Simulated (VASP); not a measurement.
# B16P17 (a cell with a defect) in VASP: notebook

The runs below take B16P17 (a cell with a defect) through relaxation of the atoms, single point, with PBE.

Everything below comes from runs of VASP 6.6.1. Logs are shortened: lines on timing, memory, paths and dates and some standing lists are left out, and cuts for length are marked.

### Step 1. The cell of the first run

The cell holds a defect, 33 atoms: a = 7.878 Å, b = 7.878 Å, c = 7.878 Å, α = 109.47°, β = 109.47°, γ = 109.47°.

### Step 2. Relaxation of the atoms, PBE (with an interstitial atom)

INCAR

```
PREC = Accurate
ENCUT = 450
EDIFF = 1E-7
ISMEAR = 0
SIGMA = 0.01
LREAL = Auto
LASPH = T
NELM = 120
ALGO = Normal
ISIF = 2
LWAVE = F
LCHARG = F
GGA = PE
IBRION = 2
NSW = 65
EDIFFG = -0.025
NELECT = 130.0
GGA_COMPAT = F
NELMIN = 4
KPAR = 2
NCORE = 2
```

KPOINTS

```
Automatic mesh
0
Gamma
  2 2 2
  0.5 0.5 0.5
```

POSCAR

```
B16P17
1.0
   -4.5481928018     -4.5481928018     -4.5481928018
   -4.5481928018      4.5481928018      4.5481928018
    4.5481928018      4.5481928018     -4.5481928018
B P
16 17
Direct
    0.5155141159      0.2623112738      0.2509025070
    0.2462455732      0.2496449506      0.4886255829
    0.0038980535      0.2631595034      0.7444638175
    0.5138177247      0.7532439706      0.7444300486
    0.5003328108      0.5032554262     -0.0014631801
    0.2579711739      0.5172354298      0.2526107243
    0.0102261593      0.5054572399      0.5084677821
    0.7129060327      0.4622259652      0.7173447319
    0.7538892687      0.2496962087      0.9985477038
    0.5002550883     -0.0044982452      0.4885874870
    0.2602015475      0.0129513328      0.7437389181
    0.2994114051      0.7709839571     -0.0010022406
    0.9941162267      0.7434698497      0.2797255139
    0.7561354457      0.7595577664      0.5084278564
    0.0230044692      0.0513127354      0.0006408839
    0.7679032642      0.0073312885      0.2526429032
    0.5290025261      0.0134598012      0.2573555779
    0.2549468444      0.0042931383      0.4917423578
    0.0145036786      0.0165648608      0.7392391280
    0.4860505519      0.4946765532      0.7398320658
    0.5017666313      0.2524620464     -0.0055074980
    0.2632182538      0.2776414802      0.2570912700
    0.0070716355      0.2564048988      0.4985555492
    0.7452516504      0.2352939978      0.7397604922
    0.7591367693      0.0017142138     -0.0014428087
    0.5070567268      0.7563776067      0.4985164954
    0.2708860987      0.7612770304      0.7400263955
    0.2523372853      0.5085446959     -0.0014552160
    0.0040435904      0.4941069421      0.2573109362
    0.7617727171      0.5111107819      0.5053581451
   -0.1000361957      0.6464189812     -0.0047252537
    0.7447600111      0.7533785685      0.2572438766
    0.1118894241     -0.1373810730     -0.0031133573
```

Potentials or basis: VASP PAW PBE potentials, release 64 (B, P).

Command:

```
> cat potpaw_PBE.64/B/POTCAR potpaw_PBE.64/P/POTCAR > POTCAR
> mpirun -np 4 vasp_std > vasp.out
```

OUTCAR:

```text
PREC = Accurate
   ENCUT = 450
   EDIFF = 1E-7
   ISMEAR = 0
   LREAL = Auto
   LASPH = T
   NELM = 120
   ISIF = 2
   GGA = PE
   IBRION = 2
   NSW = 65
   EDIFFG = -0.025
   NELECT = 130.0
   NELMIN = 4

 ion  position               nearest neighbor table
   1  0.516  0.262  0.251-  21 1.96  30 1.97  17 2.01  22 2.05
   2  0.246  0.250  0.489-  23 1.93  20 1.93  22 1.95  18 1.96
   3  0.004  0.263  0.744-  23 1.93  19 1.96  24 1.96  28 1.96
   4  0.514  0.753  0.744-  27 1.92  26 1.93  20 1.96  25 1.96
   5  0.500  0.503  0.999-  28 1.97  21 1.97  20 1.98  32 1.98
   6  0.258  0.517  0.253-  22 1.91  26 1.93  29 1.96  28 1.96
[... 8 lines left out ...]
  15  0.023  0.051  0.001-  33 1.84  22 1.91  19 1.96  25 1.98
  16  0.768  0.007  0.253-  17 1.91  23 1.93  32 1.96  25 1.96
  17  0.529  0.013  0.257-  16 1.91  12 1.93  10 1.95   1 2.01  33 2.77
  18  0.255  0.004  0.492-  11 1.95  13 1.96   2 1.96  10 1.96
  19  0.015  0.017  0.739-  11 1.93   3 1.96  15 1.96  14 1.97  33 2.72
  20  0.486  0.495  0.740-   2 1.93   8 1.94   4 1.96   5 1.98  31 2.74
  21  0.502  0.252  0.994-  11 1.92   1 1.96   5 1.97   9 1.98
  22  0.263  0.278  0.257-  15 1.91   6 1.91   2 1.95   1 2.05  33 2.76
  23  0.007  0.256  0.499-   7 1.93   3 1.93  16 1.93   2 1.93
  24  0.745  0.235  0.740-  10 1.93   8 1.94   3 1.96   9 1.98  31 2.72
  25  0.759  0.002  0.999-  16 1.96   4 1.96   9 1.97  15 1.98
  26  0.507  0.756  0.499-  10 1.93   4 1.93   6 1.93  14 1.93
  27  0.271  0.761  0.740-   4 1.92  12 1.95   7 1.97  11 2.00  33 2.75
  28  0.252  0.509  0.999-   6 1.96   3 1.96   5 1.97  12 1.97
  29  0.004  0.494  0.257-   7 1.93  13 1.94   6 1.96   9 1.98  31 2.75
  30  0.762  0.511  0.505-   8 1.96   7 1.96  14 1.96   1 1.97
  31  0.900  0.646  0.995-   8 1.84  13 1.88  33 1.94  24 2.72  20 2.74  29 2.75  32 2.77
  32  0.745  0.753  0.257-  14 1.93  13 1.94  16 1.96   5 1.98  31 2.77
  33  0.112  0.863  0.997-  15 1.84  12 1.85  31 1.94  19 2.72  27 2.75  22 2.76  17 2.77

  LATTYP: Found a body centered cubic cell.
 ALAT       =     9.0963856036

  Lattice vectors:

 A1 = (  -4.5481928018,  -4.5481928018,  -4.5481928018)
 A2 = (  -4.5481928018,   4.5481928018,   4.5481928018)
 A3 = (   4.5481928018,   4.5481928018,  -4.5481928018)

Analysis of symmetry for initial positions (statically):
=====================================================================
 Subroutine PRICEL returns:
 Original cell was already a primitive cell.

 Routine SETGRP: Setting up the symmetry group for a
 body centered cubic supercell.

 Subroutine GETGRP returns: Found  1 space group operations
 (whereof  1 operations were pure point group operations)
 out of a pool of 48 trial point group operations.

The static configuration has the point symmetry C_1 .

Analysis of symmetry for dynamics (positions and initial velocities):
[... 177 lines left out ...]
   GGA     = PE    functional components
   LHFCALC =     F    Hartree Fock is set to
   AEXX    =    0.0000 exact exchange contribution
   IVDW    =     0    specifies the selected vdW correction
   LEPSILON=     F    determine dielectric tensor
   LRPA    =     F    only Hartree local field effects (RPA)
 conjugate gradient relaxation of ions
 non-spin polarized calculation
 Gauss-broadening in eV      SIGMA  =   0.01
  energy-cutoff  :      450.00
  volume of cell :      376.34
 maximum number of plane-waves:      8192
 NGX is ok and might be reduce to    54
   NGX = 27   NGY = 27   NGZ = 27

--------------------------------------- Ionic step        1  -------------------------------------------

 number of electron     129.9999999 magnetization

 Free energy of the ion-electron system (eV)
  ---------------------------------------------------
  ext. energy  EPLUGINS =         0.00000000
  ---------------------------------------------------
  free energy    TOTEN  =      -228.22026699 eV

  energy without entropy =     -228.22026699  energy(sigma->0) =     -228.22026699

------------------------ aborting loop because EDIFF is reached ----------------------------------------

  FORCE on cell =-STRESS in cart. coord.  units (eV):
  Direction    XX          YY          ZZ          XY          YZ          ZX
  --------------------------------------------------------------------------------------
  -------------------------------------------------------------------------------------
  Total       -2.8564438    -19.7974189    -19.9620875     -0.6667302     -0.4154340      0.8632767
  in kB      -12.1607308    -84.2835002    -84.9845438     -2.8384688     -1.7686261      3.6752256
  external PRESSURE =     -60.4762583 kB  Pullay stress =       0.0000000 kB
[... 182 lines left out ...]
  FREE ENERGIE OF THE ION-ELECTRON SYSTEM (eV)
  ---------------------------------------------------
  free  energy   TOTEN  =      -228.3734041342 eV

  energy  without entropy=     -228.3734041342  energy(sigma->0) =     -228.37340413

[... ionic steps 4 to 12 ...]

--------------------------------------- Ionic step       13  -------------------------------------------

 number of electron     130.0000005 magnetization

------------------------ aborting loop because EDIFF is reached ----------------------------------------
[... 129 lines left out ...]
--------------------------------------- Ionic step       15  -------------------------------------------

 number of electron     130.0000005 magnetization

 Free energy of the ion-electron system (eV)
  ---------------------------------------------------
  ext. energy  EPLUGINS =         0.00000000
  ---------------------------------------------------
  free energy    TOTEN  =      -228.40157898 eV

  energy without entropy =     -228.40157898  energy(sigma->0) =     -228.40157898

 E-fermi :   7.1589     XC(G=0): -10.9656

 val. band max:        7.1106100093   @ k =   0.2500   0.2500  -0.2500
 cond. band min:       7.4575363066   @ k =  -0.2500   0.2500   0.2500
 fundamental gap:      0.3469262973
 Fermi energy:         7.1589062578

 k-point     1 :       0.2500    0.2500    0.2500
  band No.  band energies     occupation
      1      -7.8462      2.00000
      2      -6.8764      2.00000
      3      -6.6219      2.00000
      4      -6.6211      2.00000
      5      -4.9805      2.00000
      6      -4.7260      2.00000
[... 309 lines left out ...]
     76      11.3348      0.00000
     77      11.3402      0.00000
 [bands above 77 left out]

------------------------ aborting loop because EDIFF is reached ----------------------------------------

  FORCE on cell =-STRESS in cart. coord.  units (eV):
  Direction    XX          YY          ZZ          XY          YZ          ZX
  --------------------------------------------------------------------------------------
  -------------------------------------------------------------------------------------
  Total       -5.3881582    -20.0623968    -20.0535035     -0.0861074     -0.0337794     -0.0228898
  in kB      -22.9389922    -85.4115900    -85.3737288     -0.3665848     -0.1438088     -0.0974488
  external PRESSURE =     -64.5747703 kB  Pullay stress =       0.0000000 kB
[... 48 lines left out ...]
  FREE ENERGIE OF THE ION-ELECTRON SYSTEM (eV)
  ---------------------------------------------------
  free  energy   TOTEN  =      -228.4015789832 eV

  energy  without entropy=     -228.4015789832  energy(sigma->0) =     -228.40157898

 reached required accuracy - stopping structural energy minimisation
```

CONTCAR:

```text
B16P17
   1.00000000000000
    -4.5481928018000000   -4.5481928018000000   -4.5481928018000000
    -4.5481928018000000    4.5481928018000000    4.5481928018000000
     4.5481928018000000    4.5481928018000000   -4.5481928018000000
  B               P
    16    17
Direct
     0.5130700095777413    0.2623129228677915    0.2510978871671971
     0.2472061152825665    0.2499256095458622    0.4890337932599533
     0.0040023301625765    0.2623454054537084    0.7446731884301436
     0.5131614041274591    0.7532902518551072    0.7446809105899950
     0.5008359507926124    0.5031723426710686    0.9982163402723117
     0.2576865263316102    0.5161167232962819    0.2519764000252054
[... 25 lines left out ...]
     0.7443536306500568    0.7536402554903532    0.2558795247848399
     0.1157721882251417    0.8652850970617842    0.9987367828471183

  0.00000000E+00  0.00000000E+00  0.00000000E+00
  0.00000000E+00  0.00000000E+00  0.00000000E+00
  0.00000000E+00  0.00000000E+00  0.00000000E+00
  0.00000000E+00  0.00000000E+00  0.00000000E+00
  0.00000000E+00  0.00000000E+00  0.00000000E+00
  0.00000000E+00  0.00000000E+00  0.00000000E+00
[... 25 lines left out ...]
  0.00000000E+00  0.00000000E+00  0.00000000E+00
  0.00000000E+00  0.00000000E+00  0.00000000E+00
```

It took 8.8 min on 4 MPI ranks of Intel Xeon Platinum 8488C (Sapphire Rapids), shared host; peak memory 0.3 GiB.

What came out:

| Quantity | Value |
| --- | --- |
| Free energy | -228.4016 eV |
| Energy gained by relaxing | 5.5 meV/atom |
| Ionic steps | 15 |
| Largest force after relaxing | 0.021 eV/Å |

Forces in eV/Å, atoms in the order of the input:
```
B    0.006 -0.001  0.000
B   -0.001  0.004  0.006
B   -0.004  0.002  0.002
B   -0.001  0.000 -0.006
B    0.001 -0.001 -0.007
B   -0.001  0.000  0.000
B    0.001  0.006  0.004
B   -0.008  0.016 -0.010
B    0.002  0.007  0.005
B   -0.005  0.003  0.000
B    0.003  0.003 -0.006
B   -0.004 -0.009 -0.007
B    0.003  0.009 -0.008
B    0.008 -0.002 -0.002
B   -0.003 -0.005 -0.008
B    0.002 -0.001  0.005
P    0.004 -0.005  0.003
P    0.002  0.000  0.001
P    0.002 -0.001  0.003
P   -0.003 -0.005 -0.003
P   -0.003  0.003 -0.007
P    0.004 -0.005  0.001
P   -0.001  0.002  0.004
P   -0.007  0.008  0.000
P   -0.002 -0.002  0.000
P    0.004 -0.006  0.001
P   -0.002  0.000  0.003
P   -0.008 -0.001  0.000
P    0.001 -0.004  0.000
P    0.001 -0.003  0.000
P    0.012 -0.011  0.013
P    0.006  0.003  0.002
P   -0.008 -0.003  0.011
```

The path:
```
step  energy change (eV)  largest force (eV/Å)  pressure (GPa)
   1              0.0000                1.4346           -6.05
   2             -0.0733                1.7130           -6.72
   3             -0.1531                0.6028           -6.52
   4             -0.1679                0.3728           -6.45
   5             -0.1720                0.1197           -6.48
   6             -0.1768                0.0682           -6.46
   7             -0.1776                0.1027           -6.45
   8             -0.1797                0.0914           -6.46
   9             -0.1797                0.0976           -6.46
  10             -0.1805                0.0611           -6.45
  11             -0.1805                0.0590           -6.45
  12             -0.1811                0.0280           -6.46
  13             -0.1812                0.0330           -6.46
  14             -0.1813                0.0258           -6.46
  15             -0.1813                0.0210           -6.46
```

Final structure:
```
B P
1.0
    -4.54819   -4.54819   -4.54819
    -4.54819    4.54819    4.54819
     4.54819    4.54819   -4.54819
B P
16 17
Direct
  0.51307 0.26231 0.25110
  0.24721 0.24993 0.48903
  0.00400 0.26235 0.74467
  0.51316 0.75329 0.74468
  0.50084 0.50317 0.99822
  0.25769 0.51612 0.25198
  0.01004 0.50548 0.50758
  0.71552 0.46456 0.71680
  0.75392 0.25018 0.99822
  0.50063 0.99615 0.48888
  0.26006 0.00927 0.74520
  0.29790 0.76655 0.99842
  0.99683 0.74590 0.27913
  0.75647 0.75932 0.50753
  0.01710 0.04745 0.99836
  0.76695 0.00693 0.25196
  0.52742 0.01897 0.25835
  0.25685 0.00602 0.49352
  0.00972 0.01651 0.73830
  0.48658 0.49598 0.74059
  0.50692 0.25621 0.99810
  0.26974 0.27666 0.25837
  0.00710 0.25615 0.49837
  0.74656 0.23551 0.74035
  0.75707 0.00177 0.99832
  0.50703 0.75623 0.49832
  0.26719 0.75884 0.73831
  0.25234 0.50635 0.99831
  0.00444 0.49350 0.25607
  0.76153 0.51074 0.50281
  0.89748 0.64636 0.99801
  0.74435 0.75364 0.25588
  0.11577 0.86529 0.99874
```

Caveat: the cell carries a net charge on a neutralising background, which shifts energy and pressure; the cell differs from its parent crystal (with an interstitial atom); the cell is charged against a uniform background, so pressure and absolute levels hang on convention.

### Step 3. Single point, PBE (with an interstitial atom, then relaxed in part)

INCAR

```
  PREC = Accurate
  ENCUT = 520
  EDIFF = 1E-6
  ISMEAR = 0
  SIGMA = 0.01
  LREAL = Auto
  LASPH = True
  NELM = 100
  ALGO = Normal
  ISIF = 2
  LWAVE = False
  LCHARG = True
  GGA = PE
  LELF = True
  LVHAR = True
  NBANDS = 88
  NELECT = 130.0
```

KPOINTS is that of step 2.

POSCAR

```
B16P17
1.0
   -4.5481928018     -4.5481928018     -4.5481928018
   -4.5481928018      4.5481928018      4.5481928018
    4.5481928018      4.5481928018     -4.5481928018
B P
16 17
Direct
    0.4987699689      0.2526349482      0.2488077818
    0.2557929803      0.2653621432      0.5044996719
    0.0056676707      0.2530505045      0.7581035508
    0.5498505295      0.7691102949      0.7579794802
    0.5093075086      0.5187777641      0.0117233221
    0.2618234817      0.5084411164      0.2674408622
   -0.0323527000      0.4680158973      0.4773700120
    0.7527002200      0.5059080446      0.7581193116
    0.7649009126      0.2651863008      1.0112491755
    0.5118468781      0.0121107858      0.5054257183
    0.2688669670      0.0499823063      0.7580577622
    0.2486600280      0.7490508696      0.0395706137
    1.0081280183      0.7620775448      0.2674712530
    0.7651488922      0.7560530832      0.5045425793
    0.0184964226      0.0095402263      0.0116997430
    0.7523694181     -0.0009072004      0.2487970332
    0.5086386124      0.0089133011      0.2537245434
    0.2613405641      0.0194787510      0.4981254947
    0.0089173895      0.0045000268      0.7581795391
    0.5042355203      0.5091603546      0.7581670565
    0.5215091856      0.2792999186      0.0182400370
    0.2586741992      0.2589807931      0.2580717449
   -0.0015874858      0.2386081020      0.5003393602
    0.7587889204      0.2590792885      0.7582527994
    0.7790668993      0.0217571184      0.0182062697
    0.5192980397      0.7615869472      0.4981151151
    0.1492834476      0.6498281556      0.7586012271
    0.2561429303      0.4963068628      0.0158811109
    0.0135090040      0.5137724197      0.2630487218
    0.7382152965      0.4985916621      0.5003280488
   -0.0040538861      0.7563636613      0.0159362364
    0.7587340097      0.7589898015      0.2581362932
    0.3676069300     -0.1322486570     -0.2422876018
```

Potentials or basis: VASP PAW PBE potentials, release 64 (B, P).

Command:

```
> cat potpaw_PBE.64/B/POTCAR potpaw_PBE.64/P/POTCAR > POTCAR
> mpirun -np 1 vasp_std > vasp.out
```

Wall time 3.2 min (1 thread of Intel Xeon Platinum 8375C at 2.90GHz (Ice Lake), shared host); peak memory 0.48 GiB.

Results (log left out):

```
Free energy   : -228.4082 eV
Largest force : 0.062 eV/Å
```

Forces on the atoms (eV/Å):
```
B    0.003  0.005 -0.003
B    0.001 -0.002  0.002
B    0.011 -0.005 -0.004
B    0.003  0.004 -0.006
B   -0.005  0.002 -0.005
B    0.000 -0.003 -0.005
B   -0.001 -0.003 -0.001
B    0.006  0.001  0.001
B   -0.009 -0.001 -0.005
B   -0.009 -0.005  0.001
B   -0.008  0.000 -0.002
B    0.006 -0.004 -0.003
B    0.000  0.004  0.001
B    0.002 -0.002  0.005
B   -0.004  0.007 -0.002
B    0.002  0.002 -0.009
P   -0.006  0.000  0.003
P    0.005 -0.006 -0.007
P   -0.001  0.000  0.000
P   -0.002  0.002  0.003
P    0.006 -0.001  0.008
P    0.002 -0.002 -0.002
P   -0.002  0.015 -0.002
P    0.002 -0.003 -0.003
P    0.007  0.000  0.005
P    0.002  0.011  0.016
P   -0.060 -0.015  0.003
P   -0.003 -0.002  0.007
P    0.011 -0.003  0.007
P   -0.009  0.001 -0.010
P   -0.009  0.000  0.004
P    0.002 -0.001  0.002
P    0.058  0.004  0.000
```

Levels at points of the mesh, in eV from the Fermi level:
```tsv
k point	band 62	band 63	band 64	band 65	band 66	band 67	band 68	band 69
(0.25, 0.25, 0.25)	-0.48	-0.48	-0.48	-0.45	0.56	0.57	1.92	2.30
```

Caveat: the cell carries a net charge on a neutralising background, which shifts energy and pressure; the cell differs from its parent crystal (with an interstitial atom, then relaxed in part); the cell is charged against a uniform background, so pressure and absolute levels hang on convention.
